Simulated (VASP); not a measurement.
A run of VASP 6.6.1:

File INCAR:

```
PREC     = Accurate       # precision mode
ENCUT    = 520            # plane-wave cutoff, eV
EDIFF    = 1E-6           # SCF threshold, eV
ISMEAR   = 0              # smearing method
SIGMA    = 0.1            # smearing width, eV
LREAL    = F              # projectors in reciprocal space
LASPH    = T              # aspherical terms in the spheres
NELM     = 150            # most SCF steps
ALGO     = Normal         # electronic algorithm
ISIF     = 2              # what is computed and relaxed
LWAVE    = F              # write WAVECAR
LCHARG   = T              # write CHGCAR
ISPIN    = 2              # spin polarisation
MAGMOM   = 0 0 0 2 0 0 0 0 # initial moments
LORBIT   = 11             # projections on sites
LMAXMIX  = 4              # l up to which the mixer works
GGA      = PE             # functional
LELF     = T              # ELF
LVHAR    = T            
NBANDS   = 35             # bands
```

Contents of KPOINTS:

```
Automatic mesh
0
Gamma
  4 4 6
```

File POSCAR:

```
Al3VN4
1.0
    2.9157691835     -4.1328453838      0.0000000000
    2.9157691835      4.1328453838      0.0000000000
    0.0000000000      0.0000000000      2.8762816216
Al V N
3 1 4
Direct
    0.0000000000      0.5000000000      0.0000000000
    0.5000000000      0.5000000000      0.5000000000
    0.5000000000      0.0000000000      0.0000000000
    0.0000000000      0.0000000000      0.5000000000
    0.7409619504      0.7409619504      0.0000000000
    0.7456102351      0.2543897649      0.5000000000
    0.2543897649      0.7456102351      0.5000000000
    0.2590380496      0.2590380496      0.0000000000
```

Potentials or basis: VASP PAW PBE potentials, release 64 (Al, V_sv, N).

Command:

```console
$ cat potpaw_PBE.64/Al/POTCAR potpaw_PBE.64/V_sv/POTCAR potpaw_PBE.64/N/POTCAR > POTCAR
$ mpirun -np 1 vasp_std > vasp.out
```

Hardware: 1 thread of Intel Xeon 6975P-C, on a shared host.

Q: How long does it take, and how much memory?

A: It took 120 s on 1 thread of Intel Xeon 6975P-C, with other jobs on the host, peak memory 0.28 GiB. Counts: scf iterations 17, k points 28.
